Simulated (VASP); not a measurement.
Runs of VASP 6.6.1 on P. The structure is that of space group P6_422 (No. 181), or close to it. The cells are those of the table. 

```tsv
task	cell	k mesh	cutoff (eV)	k mesh for the DOS	occupations for the DOS	gap on the mesh (eV)	pressure (GPa)	largest force (eV/Å)
single point	a = 5.122, b = 5.122, c = 5.303 Å, angles 90.0, 90.0, 120.0°, 6 atoms	12 × 12 × 8	520	-	-	none	-0.2	(a)
single point	a = 5.113, b = 5.113, c = 5.339 Å, angles 90.0, 90.0, 120.0°, 6 atoms	6 × 6 × 4	520	-	-	none	-0.1	0.02
single point	a = 4.813, b = 4.813, c = 6.554 Å, angles 90.0, 90.0, 120.0°, 6 atoms	6 × 6 × 4	520	-	-	none	3.8	(b)
relaxation of cell and atoms	relaxed from a = 4.813, b = 4.813, c = 6.554 Å, angles 90.0, 90.0, 120.0°, 6 atoms	6 × 6 × 4	600	-	-	none	0.1	0.02
```

Alike in all rows: level PBE; potentials or basis VASP PAW PBE potentials, release 64 (P); no spin polarisation; smearing gaussian 0.1 eV.

Task: Fill in the values left out.

Result: (a) 0.03; (b) 2.32.

Caveats: forces of over 1 eV/Å act on the atoms, so gaps and moduli don't describe the material at rest (some runs).

A gap of «none» marks levels without a gap at the run's occupations.
